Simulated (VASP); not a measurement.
# Ba in VASP: further runs

Runs on Ba. Level: PBE. Tasks: single point, relaxation of cell and atoms.

Program: VASP 6.6.1. These are calculated values, not measurements. Logs are shortened: lines on timing, memory, paths and dates and some standing lists are left out, and cuts for length are marked.

### 1 The cell of the first run

Symmetry: C2/m, No. 12, monoclinic system. Conventional cell: a = 5.257 Å, b = 6.905 Å, c = 4.390 Å, α = 90.00°, β = 125.92°, γ = 90.00°. Within 5.7 Å of Ba (site symmetry 2/m) lie 14 Ba at 4.34 to 5.26 Å.

### 2 Single point, PBE

File INCAR:

```
SYSTEM = Ba
PREC     = Accurate       ! precision mode
ENCUT    = 520            ! plane-wave cutoff, eV
EDIFF    = 1E-6           ! SCF threshold, eV
ISMEAR   = 0              ! smearing method
SIGMA    = 0.1            ! smearing width, eV
LREAL    = .False.        ! projectors in reciprocal space
LASPH    = .True.         ! aspherical terms in the spheres
NELM     = 80             ! most SCF steps
ALGO     = Normal         ! electronic algorithm
ISIF     = 2              ! what is computed and relaxed
LWAVE    = .False.        ! write WAVECAR
LCHARG   = .False.        ! write CHGCAR
GGA      = PE             ! functional
NBANDS   = 11             ! bands
```

File KPOINTS:

```
regular mesh
0
Gamma
  6 6 6
  0 0 0
```

File POSCAR:

```
Ba
1.0
    2.6284898969     -3.4527274013      0.0000000000
    2.6284898969      3.4527274013      0.0000000000
   -2.5751106284      0.0000000000      3.5554119716
Ba
1
Direct
    0.0000000000      0.0000000000      0.0000000000
```

Potentials or basis: VASP PAW PBE potentials, release 64 (Ba_sv).

The run is started by

```console
$ cat potpaw_PBE.64/Ba_sv/POTCAR > POTCAR
$ mpirun -np 1 vasp_std > vasp.out
```

OUTCAR:

```text
SYSTEM = Ba
   PREC = Accurate
   ENCUT = 520
   EDIFF = 1E-6
   ISMEAR = 0
   LREAL = .False.
   LASPH = .True.
   NELM = 80
   ISIF = 2
   GGA = PE

 ion  position               nearest neighbor table
   1  0.000  0.000  0.000-

  LATTYP: Found a base centered monoclinic cell.
 ALAT       =     5.2569797938
 B/A-ratio  =     1.3135783422
 C/A-ratio  =     0.8350813123
 COS(beta)  =    -0.5865848183

  Lattice vectors:

 A1 = (   2.6284898969,  -3.4527274013,   0.0000000000)
 A2 = (   2.6284898969,   3.4527274013,   0.0000000000)
 A3 = (  -2.5751106284,   0.0000000000,   3.5554119716)

Analysis of symmetry for initial positions (statically):
=====================================================================
 Subroutine PRICEL returns:
 Original cell was already a primitive cell.

 Routine SETGRP: Setting up the symmetry group for a
 base centered monoclinic supercell.

 Subroutine GETGRP returns: Found  4 space group operations
 (whereof  4 operations were pure point group operations)
 out of a pool of  4 trial point group operations.

The static configuration has the point symmetry C_2h.

Analysis of symmetry for dynamics (positions and initial velocities):
=====================================================================
 Subroutine PRICEL returns:
 Original cell was already a primitive cell.

 Routine SETGRP: Setting up the symmetry group for a
 base centered monoclinic supercell.

 Subroutine GETGRP returns: Found  4 space group operations
 (whereof  4 operations were pure point group operations)
 out of a pool of  4 trial point group operations.

The dynamic configuration has the point symmetry C_2h.

 Subroutine INISYM returns: Found  4 space group operations
 (whereof  4 operations are pure point group operations),
 and found     1 'primitive' translations

----------------------------------------------------------------------------------------

                                     Primitive cell

  volume of cell :      64.5340

  direct lattice vectors                    reciprocal lattice vectors
     2.628489897 -3.452727401  0.000000000     0.190223292 -0.144813054  0.137774757
     2.628489897  3.452727401  0.000000000     0.190223292  0.144813054  0.137774757
    -2.575110628  0.000000000  3.555411972     0.000000000  0.000000000  0.281261358

  length of vectors
     4.339387704  4.339387704  4.390005585     0.275930435  0.275930435  0.281261358

  position of ions in fractional coordinates (direct lattice)
     0.000000000  0.000000000  0.000000000

[... 81 lines left out ...]
   ISIF   =      2    stress and relaxation
   ISYM   =      2    0-nonsym 1-usesym 2-fastsym
   POTIM  = 0.5000    time-step for ionic-motion
   TEBEG  =    0.0;   TEEND  =   0.0 temperature during run
   PSTRESS=    0.0 pullay stress
   NELECT =      10.0000    total number of electrons
   NUPDOWN=      -1.0000    fix difference up-down
   EMIN   =  10.00;   EMAX   =-10.00  energy-range for DOS
   EFERMI =   0.00;   METHOD = LEGACY
   ISMEAR =     0;   SIGMA  =   0.10  broadening in eV -4-tet -1-fermi 0-gaus
   EFERMI_NEDOS =   21; number of points for ismear=-14 and -15
   IALGO  =     38    algorithm
   IMIX   =      4    mixing-type and parameters
     AMIX     =   0.40;   BMIX     =  1.00
     AMIX_MAG =   1.60;   BMIX_MAG =  1.00
  volume/ion in A,a.u.               =      64.53       435.50
  Fermi-wavevector in a.u.,A,eV,Ry     =   0.879317  1.661668 10.519996  0.773198
  Thomas-Fermi vector in A             =   1.999524
   LORBIT       =      0    0 simple, 1 ext, 2 COOP (PROOUT), +10 PAW based schemes
   GGA     = PE    functional components
   LHFCALC =     F    Hartree Fock is set to
   AEXX    =    0.0000 exact exchange contribution
   IVDW    =     0    specifies the selected vdW correction
   LEPSILON=     F    determine dielectric tensor
   LRPA    =     F    only Hartree local field effects (RPA)
 non-spin polarized calculation
 Gauss-broadening in eV      SIGMA  =   0.10
  energy-cutoff  :      520.00
  volume of cell :       64.53
 maximum number of plane-waves:      1754
   NGX = 17   NGY = 17   NGZ = 17

 number of electron      10.0000000 magnetization

 Free energy of the ion-electron system (eV)
  ---------------------------------------------------
  ext. energy  EPLUGINS =         0.00000000
  ---------------------------------------------------
  free energy    TOTEN  =        -1.90052747 eV

  energy without entropy =       -1.89212884  energy(sigma->0) =       -1.89632816

 E-fermi :   1.6013     XC(G=0):  -7.3332

 val. band max:        1.5586046934   @ k =   0.3333   0.3333   0.1667
 cond. band min:       1.6264903830   @ k =  -0.3333   0.3333   0.3333
 fundamental gap:      0.0678856896
 Fermi energy:         1.6013322888

 k-point     1 :       0.0000    0.0000    0.0000
  band No.  band energies     occupation
      1     -27.3642      2.00000
      2     -12.3354      2.00000
      3     -12.3257      2.00000
      4     -12.3166      2.00000
      5      -1.1700      2.00000
      6       3.1683      0.00000
      7       3.3625      0.00000
      8       3.6050      0.00000
      9       4.4904      0.00000
     10       4.9828      0.00000
     11       8.1522      0.00000
[... 309 lines left out ...]
 k-point    24 :      -0.1667    0.1667    0.1667
  band No.  band energies     occupation
      1     -27.3449      2.00000
      2     -12.4682      2.00000
      3     -12.4072      2.00000
      4     -12.3903      2.00000
      5      -0.2060      2.00000
      6       3.0501      0.00000
      7       3.2488      0.00000
      8       3.4089      0.00000
      9       3.7987      0.00000
     10       5.3239      0.00000
     11       9.1732      0.00000

 [... further k-points ...]

------------------------ aborting loop because EDIFF is reached ----------------------------------------

  FORCE on cell =-STRESS in cart. coord.  units (eV):
  Direction    XX          YY          ZZ          XY          YZ          ZX
  --------------------------------------------------------------------------------------
  -------------------------------------------------------------------------------------
  Total       -0.0729197      0.1150196     -0.0800643      0.0000000      0.0000000     -0.0568123
  in kB       -1.8103686      2.8555777     -1.9877475      0.0000000      0.0000000     -1.4104730
  external PRESSURE =      -0.3141795 kB  Pullay stress =       0.0000000 kB

 VOLUME and BASIS-vectors are now :
 -----------------------------------------------------------------------------
  energy-cutoff  :      520.00
  volume of cell :       64.53
      direct lattice vectors                 reciprocal lattice vectors
     2.628489897 -3.452727401  0.000000000     0.190223292 -0.144813054  0.137774757
     2.628489897  3.452727401  0.000000000     0.190223292  0.144813054  0.137774757
    -2.575110628  0.000000000  3.555411972     0.000000000  0.000000000  0.281261358

 POSITION                                       TOTAL-FORCE (eV/Angst)
 -----------------------------------------------------------------------------------
      0.00000      0.00000      0.00000         0.000000      0.000000      0.000000
 -----------------------------------------------------------------------------------
    total drift:                               -0.000000     -0.000000      0.000000

  FREE ENERGIE OF THE ION-ELECTRON SYSTEM (eV)
  ---------------------------------------------------
  free  energy   TOTEN  =        -1.9005274744 eV

  energy  without entropy=       -1.8921288429  energy(sigma->0) =       -1.89632816
```

Run time: 12 s. Hardware: 1 thread of Intel Xeon 6975P-C (Granite Rapids), shared host; peak memory 0.2 GiB.

What came out:

- Free energy: -1.9005 eV
- Pressure: 0.0 GPa
- Band gap on the k mesh: zero (band 5 reaches 1.70 eV, above the bottom of band 6 at 1.11 eV)

Levels at points of the mesh, in eV from the Fermi level:
```
           k point  band 3  band 4  band 5  band 6  band 7  band 8
(0.00, 0.00, 0.00)  -13.93  -13.92   -2.77    1.57    1.76    2.00
(0.50, 0.00, 0.00)  -14.05  -13.92   -0.93    0.78    1.06    2.89
(0.50, 0.50, 0.00)  -14.10  -13.95   -0.87    0.45    1.37    3.32
(0.00, 0.00, 0.50)  -14.06  -13.94   -0.91    0.42    1.17    3.50
(0.50, 0.00, 0.50)  -14.06  -13.93   -0.91    0.79    1.12    2.83
(0.50, 0.50, 0.50)  -14.23  -14.18   -0.60   -0.49    3.78    4.36
```

Caveat: spin-orbit coupling is left out, which moves the levels of the heavy elements.

### 3 Single point, PBE

This run uses another cell than the first one: it holds 3 atoms, not 1.

File INCAR:

```
SYSTEM = Ba
PREC = Accurate
ENCUT = 520
EDIFF = 1E-6
ISMEAR = 0
SIGMA = 0.1
LREAL = .FALSE.
LASPH = .TRUE.
NELM = 60
ALGO = Normal
ISIF = 2
LWAVE = .FALSE.
LCHARG = .FALSE.
GGA = PE
NBANDS = 22
```

File KPOINTS:

```
Automatic mesh
0
G
  4 2 4
  0 0 0
```

File POSCAR:

```
Ba
1.0
    4.4186889585      0.5507540252      0.0723491538
   -0.8311521904      6.8051992985      0.8268945371
   -0.7185326821      2.6260147199      6.6603301607
Ba
3
Direct
    0.1531395911      0.6643320335      0.8164939200
    0.4858279956      0.3309250587      0.4831053802
    0.8204745958     -0.0018557135      0.1493008145
```

Potentials or basis: VASP PAW PBE potentials, release 64 (Ba_sv).

The run is started by

```console
$ cat potpaw_PBE.64/Ba_sv/POTCAR > POTCAR
$ mpirun -np 1 vasp_std > vasp.out
```

Run time: 30 s. Hardware: 1 thread of Intel Xeon 6975P-C (Granite Rapids), shared host; peak memory 0.32 GiB.

Results (log left out):

```yaml
Free_energy: -5.7363 eV
Pressure: 0.0 GPa
Largest_force: 0.006 eV/Å
Band_gap_on_the_k_mesh: zero (band 15 reaches 1.69 eV, above the bottom of band 16 at 1.11 eV)
```

Forces in eV/Å, atoms in the order of the input:
```
Ba   0.000  0.001 -0.003
Ba   0.002  0.003 -0.002
Ba  -0.002 -0.004  0.004
```

Levels at points of the mesh, in eV from the Fermi level:
```tsv
k point	band 12	band 13	band 14	band 15	band 16	band 17	band 18	band 19
(0.00, 0.00, 0.00)	-13.92	-2.77	0.08	0.09	0.39	0.39	0.60	0.60
(0.50, 0.00, 0.00)	-14.02	-0.60	-0.56	-0.56	-0.50	0.52	0.52	0.56
(0.00, 0.50, 0.00)	-13.93	-1.43	-1.43	-0.92	0.80	0.87	0.88	1.08
(0.50, 0.50, 0.00)	-13.92	-0.93	-0.08	-0.08	0.17	0.17	0.79	1.01
(0.00, 0.00, 0.50)	-13.96	-1.52	-1.52	-0.87	0.44	0.89	0.89	1.16
(0.50, 0.00, 0.50)	-13.94	-0.91	-0.23	-0.22	0.21	0.22	0.42	1.04
(0.00, 0.50, 0.50)	-13.93	-1.44	-1.44	-0.91	0.77	0.87	0.87	1.10
(0.50, 0.50, 0.50)	-13.92	-0.93	-0.10	-0.09	0.17	0.17	0.76	1.02
```

Caveat: the k points lie up to 0.52 Å⁻¹ apart; spin-orbit coupling is left out, which moves the levels of the heavy elements.

(Part 1 of 2 ends here.)
